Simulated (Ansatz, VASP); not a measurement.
Rb in VASP and in Ansatz

```
CELL_PARAMETERS angstrom
-3.03048 3.03048 2.69376
3.03048 -3.03048 2.69376
3.03048 3.03048 -2.69376
ATOMIC_POSITIONS crystal
Rb 0.00000 0.00000 0.00000
```

Change from the starting cell: strain +0.080 along x and y, -0.040 along z, atoms carried along.

Alike in both runs: task single point; functional PBE; k mesh 12 × 12 × 12; occupations gaussian, width 0.15 eV; no spin polarisation.

|  | VASP | Ansatz |
| --- | --- | --- |
| version | VASP 6.6.1 | Ansatz 0.2.0 |
| potentials or method | VASP PAW PBE potentials, release 64 (Rb_sv), cutoff 520 eV | scalar-relativistic, plane waves, PAW |
| valence electrons in the cell | 9 | 9 |

```tsv
	VASP	Ansatz	Ansatz less VASP
gap on the k mesh at the Fermi level (eV)	none	none	-
pressure (GPa)	-0.2	-0.2	0.00
traceless stress, the component that is largest in VASP (GPa)	0.05	0.05	0.000
```

A gap of «none» marks a metal or a gap that the smearing closes.
